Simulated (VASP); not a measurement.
# H (I4/mmm) in VASP: notebook, part 3 of 3

VASP 6.6.1.

### 5 Electric field gradients, PBE

This run uses another cell than the first one, of 11.78 Å³/atom, 1.042 times its volume.

Input file INCAR:

```
PREC = Accurate ; ENCUT = 520
EDIFF = 1E-8 ; ISMEAR = -1
SIGMA = 0.01 ; LREAL = False
LASPH = True ; NELM = 100
ALGO = Normal ; ISIF = 2
LWAVE = False ; LCHARG = False
GGA = PE ; LEFG = True
NBANDS = 8
```

Input file KPOINTS:

```
regular mesh
0
Gamma
  12 12 12
```

Input file POSCAR:

```
H
1.0
   -1.6915344700      1.6915344700      2.0584739900
    1.6915344700     -1.6915344700      2.0584739900
    1.6915344700      1.6915344700     -2.0584739900
H
2
Direct
    0.9098622900      0.9098622900      0.0000000000
    0.0901377100      0.0901377100      0.0000000000
```

Potentials or basis: VASP PAW PBE potentials, release 64 (H).

Run with:

```bash
cat potpaw_PBE.64/H/POTCAR > POTCAR
mpirun -np 1 vasp_std > vasp.out
```

OUTCAR:

```text
PREC = Accurate
   ENCUT = 520
   EDIFF = 1E-8
   ISMEAR = -1
   LREAL = False
   LASPH = True
   NELM = 100
   ISIF = 2
   GGA = PE

 ion  position               nearest neighbor table
   1  0.910  0.910  0.000-   2 0.74
   2  0.090  0.090  0.000-   1 0.74

  LATTYP: Found a body centered tetragonal cell.
 ALAT       =     3.3830689400
 C/A-ratio  =     1.2169270130

  Lattice vectors:

 A1 = (  -1.6915344700,   1.6915344700,   2.0584739900)
 A2 = (   1.6915344700,  -1.6915344700,   2.0584739900)
 A3 = (   1.6915344700,   1.6915344700,  -2.0584739900)

Analysis of symmetry for initial positions (statically):
=====================================================================
 Subroutine PRICEL returns:
 Original cell was already a primitive cell.

 Routine SETGRP: Setting up the symmetry group for a
 body centered tetragonal supercell.

 Subroutine GETGRP returns: Found 16 space group operations
 (whereof 16 operations were pure point group operations)
 out of a pool of 16 trial point group operations.

The static configuration has the point symmetry D_4h.

Analysis of symmetry for dynamics (positions and initial velocities):
=====================================================================
 Subroutine PRICEL returns:
 Original cell was already a primitive cell.

 Routine SETGRP: Setting up the symmetry group for a
 body centered tetragonal supercell.

 Subroutine GETGRP returns: Found 16 space group operations
 (whereof 16 operations were pure point group operations)
 out of a pool of 16 trial point group operations.

The dynamic configuration has the point symmetry D_4h.
[... 154 lines left out ...]
  band No.  band energies     occupation
      1     -10.5227      2.00000
      2       5.4437      0.00000
      3       8.9324      0.00000
      4      15.3807      0.00000
      5      15.3807      0.00000
      6      17.4523      0.00000
      7      17.4523      0.00000
      8      18.9773      0.00000
[... 243 lines left out ...]
 k-point    24 :      -0.4167    0.1667    0.0000
  band No.  band energies     occupation
      1      -9.2011      2.00000
      2       2.1550      0.00000
      3       6.9028      0.00000
      4      10.1070      0.00000
      5      12.1727      0.00000
      6      16.1507      0.00000
      7      18.9946      0.00000
      8      19.3039      0.00000

 [... further k-points ...]
[... 5 lines left out ...]
  --------------------------------------------------------------------------------------
  -------------------------------------------------------------------------------------
  Total        0.0274039      0.0274039      0.2218967      0.0000000     -0.0000000      0.0000000
  in kB        1.8636129      1.8636129     15.0901762      0.0000000     -0.0000000      0.0000000
  external PRESSURE =       6.2724674 kB  Pullay stress =       0.0000000 kB

 VOLUME and BASIS-vectors are now :
 -----------------------------------------------------------------------------
  energy-cutoff  :      520.00
  volume of cell :       23.56
      direct lattice vectors                 reciprocal lattice vectors
    -1.691534470  1.691534470  2.058473990     0.000000000  0.295589602  0.242898381
     1.691534470 -1.691534470  2.058473990     0.295589602  0.000000000  0.242898381
     1.691534470  1.691534470 -2.058473990     0.295589602  0.295589602  0.000000000

 POSITION                                       TOTAL-FORCE (eV/Angst)
 -----------------------------------------------------------------------------------
      0.00000      0.00000      3.74586        -0.000000     -0.000000     -0.263738
      0.00000      0.00000      0.37109         0.000000      0.000000      0.263738
 -----------------------------------------------------------------------------------
    total drift:                               -0.000000      0.000000     -0.000000

  FREE ENERGIE OF THE ION-ELECTRON SYSTEM (eV)
  ---------------------------------------------------
  free  energy   TOTEN  =        -6.7811835725 eV

  energy  without entropy=       -6.7811835724  energy(sigma->0) =       -6.78118357

 Electric field gradients (V/A^2)
---------------------------------------------------------------------
 ion       V_xx      V_yy      V_zz      V_xy      V_xz      V_yz
---------------------------------------------------------------------
   1     -16.500   -16.500    33.000     0.000     0.000     0.000
   2     -16.500   -16.500    33.000     0.000     0.000     0.000
---------------------------------------------------------------------

 Electric field gradients after diagonalization (V/A^2)
 (convention: |V_zz| > |V_xx| > |V_yy|)
----------------------------------------------------------------------
 ion       V_xx      V_yy      V_zz     asymmetry (V_yy - V_xx)/ V_zz
----------------------------------------------------------------------
   1     -16.500   -16.500    33.000       0.000
   2     -16.500   -16.500    33.000       0.000
----------------------------------------------------------------------

           NMR quadrupolar parameters

 Cq : quadrupolar parameter    Cq=e*Q*V_zz/h
 eta: asymmetry parameters     (V_yy - V_xx)/ V_zz
 Q  : nuclear electric quadrupole moment in mb (millibarn)
----------------------------------------------------------------------
 ion       Cq(MHz)       eta       Q (mb)
----------------------------------------------------------------------
   1       0.080       0.000       1.000
   2       0.080       0.000       1.000
----------------------------------------------------------------------
```

It took 8.1 s on 1 thread of Intel Xeon 6975P-C (Granite Rapids), shared host; peak memory 0.14 GiB.

Results:

```yaml
Free_energy: -6.7812 eV
Pressure: 0.6 GPa
Largest_force: 0.264 eV/Å
Band_gap_on_the_k_mesh: 8.94 eV, indirect (least direct gap 9.74 eV)
```

Forces in eV/Å, atoms in the order of the input:
```
H    0.000  0.000 -0.264
H    0.000  0.000  0.264
```

Stress tensor (GPa, compression positive):
```
0.19 0.00 0.00
0.00 0.19 0.00
0.00 0.00 1.51
```

Levels at points of the mesh, in eV from the valence-band top:
```csv
k point,band 1,band 2,band 3,band 4,band 5,band 6
"(0.00, 0.00, 0.00)",-2.37,13.60,17.09,23.54,23.54,25.61
"(0.50, 0.00, 0.00)",-0.81,8.94,16.96,18.79,20.32,23.24
"(0.50, 0.50, 0.00)",-0.60,10.71,14.06,16.26,19.03,19.97
"(0.50, 0.50, 0.50)",0.00,10.15,15.58,16.16,16.16,18.48
```

Electric field gradients, principal values (V/Å²):
```csv
atom,least,middle,greatest (by size)
1 H,-16.500,-16.500,33.000
2 H,-16.500,-16.500,33.000
```

Caveat: without QUAD_EFG the Cq values of the log hold for a quadrupole moment of 1 mb, not for the nuclei. A k mesh can miss the band edges.

### 6 Electric field gradients, LDA (functional lda, volume scaled by 1.04)

Input file INCAR:

```
SYSTEM = H
  ALGO = Normal
  EDIFF = 1E-8
  ENCUT = 520
  GGA = CA
  ISIF = 2
  ISMEAR = -1
  LASPH = .True.
  LCHARG = .False.
  LEFG = .True.
  LREAL = .False.
  LWAVE = .False.
  NBANDS = 8
  NELM = 80
  PREC = Accurate
  SIGMA = 0.01
```

Input file KPOINTS:

```
k-points
0
Gamma
  12 12 12
  0 0 0
```

Input file POSCAR:

```
H
1.0
   -1.7137940552      1.7137940552      2.0855622805
    1.7137940552     -1.7137940552      2.0855622805
    1.7137940552      1.7137940552     -2.0855622805
H
2
Direct
    0.9098622900      0.9098622900      0.0000000000
    0.0901377100      0.0901377100      0.0000000000
```

Potentials or basis: VASP PAW LDA potentials, release 64 (H).

Run with:

```bash
cat potpaw_LDA.64/H/POTCAR > POTCAR
mpirun -np 1 vasp_std > vasp.out
```

OUTCAR:

```text
SYSTEM = H
   EDIFF = 1E-8
   ENCUT = 520
   GGA = CA
   ISIF = 2
   ISMEAR = -1
   LASPH = .True.
   LREAL = .False.
   NELM = 80
   PREC = Accurate

 ion  position               nearest neighbor table
   1  0.910  0.910  0.000-   2 0.75
   2  0.090  0.090  0.000-   1 0.75

  LATTYP: Found a body centered tetragonal cell.
 ALAT       =     3.4275881104
 C/A-ratio  =     1.2169270130

  Lattice vectors:

 A1 = (  -1.7137940552,   1.7137940552,   2.0855622805)
 A2 = (   1.7137940552,  -1.7137940552,   2.0855622805)
 A3 = (   1.7137940552,   1.7137940552,  -2.0855622805)

Analysis of symmetry for initial positions (statically):
=====================================================================
 Subroutine PRICEL returns:
 Original cell was already a primitive cell.

 Routine SETGRP: Setting up the symmetry group for a
 body centered tetragonal supercell.

 Subroutine GETGRP returns: Found 16 space group operations
 (whereof 16 operations were pure point group operations)
 out of a pool of 16 trial point group operations.

The static configuration has the point symmetry D_4h.

Analysis of symmetry for dynamics (positions and initial velocities):
=====================================================================
 Subroutine PRICEL returns:
 Original cell was already a primitive cell.

 Routine SETGRP: Setting up the symmetry group for a
 body centered tetragonal supercell.

 Subroutine GETGRP returns: Found 16 space group operations
 (whereof 16 operations were pure point group operations)
 out of a pool of 16 trial point group operations.

The dynamic configuration has the point symmetry D_4h.

[... 155 lines left out ...]
      2       4.7683      0.00000
      3       8.4986      0.00000
      4      14.6077      0.00000
      5      14.6077      0.00000
      6      16.4181      0.00000
      7      16.4181      0.00000
      8      17.8235      0.00000
[... 243 lines left out ...]
 k-point    24 :      -0.4167    0.1667   -0.0000
  band No.  band energies     occupation
      1      -9.1558      2.00000
      2       1.5597      0.00000
      3       6.2285      0.00000
      4       9.3643      0.00000
      5      11.2477      0.00000
      6      15.2128      0.00000
      7      17.9119      0.00000
      8      18.2676      0.00000

 [... further k-points ...]
[... 5 lines left out ...]
  --------------------------------------------------------------------------------------
  -------------------------------------------------------------------------------------
  Total       -0.1332393     -0.1332393      0.3309495      0.0000000     -0.0000000      0.0000000
  in kB       -8.7124959     -8.7124959     21.6407305      0.0000000     -0.0000000      0.0000000
  external PRESSURE =       1.4052462 kB  Pullay stress =       0.0000000 kB

 VOLUME and BASIS-vectors are now :
 -----------------------------------------------------------------------------
  energy-cutoff  :      520.00
  volume of cell :       24.50
      direct lattice vectors                 reciprocal lattice vectors
    -1.713794055  1.713794055  2.085562281     0.000000000  0.291750341  0.239743500
     1.713794055 -1.713794055  2.085562281     0.291750341  0.000000000  0.239743500
     1.713794055  1.713794055 -2.085562281     0.291750341  0.291750341  0.000000000

 POSITION                                       TOTAL-FORCE (eV/Angst)
 -----------------------------------------------------------------------------------
      0.00000      0.00000      3.79515        -0.000000     -0.000000     -0.613882
      0.00000      0.00000      0.37598         0.000000      0.000000      0.613882
 -----------------------------------------------------------------------------------
    total drift:                               -0.000000      0.000000     -0.000000

  FREE ENERGIE OF THE ION-ELECTRON SYSTEM (eV)
  ---------------------------------------------------
  free  energy   TOTEN  =        -6.7694828059 eV

  energy  without entropy=       -6.7694828059  energy(sigma->0) =       -6.76948281

 Electric field gradients (V/A^2)
---------------------------------------------------------------------
 ion       V_xx      V_yy      V_zz      V_xy      V_xz      V_yz
---------------------------------------------------------------------
   1     -16.188   -16.188    32.376     0.001     0.000     0.000
   2     -16.188   -16.188    32.376     0.001     0.000     0.000
---------------------------------------------------------------------

 Electric field gradients after diagonalization (V/A^2)
 (convention: |V_zz| > |V_xx| > |V_yy|)
----------------------------------------------------------------------
 ion       V_xx      V_yy      V_zz     asymmetry (V_yy - V_xx)/ V_zz
----------------------------------------------------------------------
   1     -16.189   -16.188    32.376       0.000
   2     -16.189   -16.188    32.376       0.000
----------------------------------------------------------------------

           NMR quadrupolar parameters

 Cq : quadrupolar parameter    Cq=e*Q*V_zz/h
 eta: asymmetry parameters     (V_yy - V_xx)/ V_zz
 Q  : nuclear electric quadrupole moment in mb (millibarn)
----------------------------------------------------------------------
 ion       Cq(MHz)       eta       Q (mb)
----------------------------------------------------------------------
   1       0.078       0.000       1.000
   2       0.078       0.000       1.000
----------------------------------------------------------------------
```

OSZICAR:

```text
N       E                     dE             d eps       ncg     rms          rms(c)
DAV:   1    -0.711819879835E+01   -0.71182E+01   -0.46378E+02  2632   0.160E+02
DAV:   2    -0.739985177939E+01   -0.28165E+00   -0.28165E+00  3560   0.934E+00
DAV:   3    -0.740022923384E+01   -0.37745E-03   -0.37745E-03  2912   0.329E-01
DAV:   4    -0.740022965500E+01   -0.42115E-06   -0.42116E-06  4056   0.118E-02
DAV:   5    -0.740022965528E+01   -0.28303E-09   -0.28314E-09  2920   0.178E-04    0.446E+00
DAV:   6    -0.695573011427E+01    0.44450E+00   -0.28373E-01  2720   0.158E+00    0.237E+00
DAV:   7    -0.676775770457E+01    0.18797E+00   -0.48227E-01  2912   0.216E+00    0.264E-01
DAV:   8    -0.676993570535E+01   -0.21780E-02   -0.42570E-03  2816   0.211E-01    0.118E-01
DAV:   9    -0.676947923176E+01    0.45647E-03   -0.10830E-03  3392   0.101E-01    0.116E-02
DAV:  10    -0.676948171726E+01   -0.24855E-05   -0.90716E-06  3080   0.170E-02    0.253E-03
DAV:  11    -0.676948279138E+01   -0.10741E-05   -0.84962E-07  3240   0.355E-03    0.261E-04
DAV:  12    -0.676948280448E+01   -0.13106E-07   -0.50556E-09  3496   0.325E-04    0.258E-04
DAV:  13    -0.676948280593E+01   -0.14491E-08   -0.95625E-10  3040   0.118E-04
   1 F= -.67694828E+01 E0= -.67694828E+01  d E =-.119915E-14
```

It took 7.2 s on 1 thread of Intel Xeon 6975P-C (Granite Rapids), shared host; peak memory 0.13 GiB.

Results:

```
Free energy            : -6.7695 eV
Pressure               : 0.1 GPa
Largest force          : 0.614 eV/Å
Band gap on the k mesh : 8.28 eV, indirect (least direct gap 9.10 eV)
```

Forces in eV/Å, atoms in the order of the input:
```
H    0.000  0.000 -0.614
H    0.000  0.000  0.614
```

Electric field gradients, principal values (V/Å²):
| atom | least | middle | greatest (by size) |
| --- | --- | --- | --- |
| 1 H | -16.188 | -16.189 | 32.376 |
| 2 H | -16.188 | -16.189 | 32.376 |

Caveat: the cell differs from its parent crystal (functional lda, volume scaled by 1.04); without QUAD_EFG the Cq values of the log hold for a quadrupole moment of 1 mb, not for the nuclei. A k mesh can miss the band edges.

### 7 The runs side by side

| level | potentials or basis | cell | gap on the mesh (eV) | pressure (GPa) | largest force (eV/Å) |
| --- | --- | --- | --- | --- | --- |
| PBE | VASP PAW PBE potentials, release 64 (H) | a = 3.113 Å, angles 115.2, 115.2, 98.6°, 2 atoms | 8.97 | 1.4 | 0.63 |
| LDA | VASP PAW LDA potentials, release 64 (H) | a = 3.156 Å, angles 115.2, 115.2, 98.6°, 2 atoms | 8.30 | 0.7 | 0.97 |
| PBEsol | VASP PAW PBE potentials, release 64 (H) | a = 3.156 Å, angles 115.2, 115.2, 98.6°, 2 atoms | 8.75 | 1.0 | 0.60 |
| PBE | VASP PAW PBE potentials, release 64 (H) | a = 3.156 Å, angles 115.2, 115.2, 98.6°, 2 atoms | 8.94 | 0.6 | 0.26 |
| LDA | VASP PAW LDA potentials, release 64 (H) | a = 3.197 Å, angles 115.2, 115.2, 98.6°, 2 atoms | 8.28 | 0.1 | 0.61 |

Alike in all rows: task electric field gradients; no spin polarisation; k mesh 12 × 12 × 12; cutoff (eV) 520; smearing fermi-dirac 0.01 eV.

Caveats: the PAW data sets were made with another functional, which shifts forces and pressure a little (some runs).

Total energies depend on the potentials used, so only differences within one code and one set of settings carry meaning.
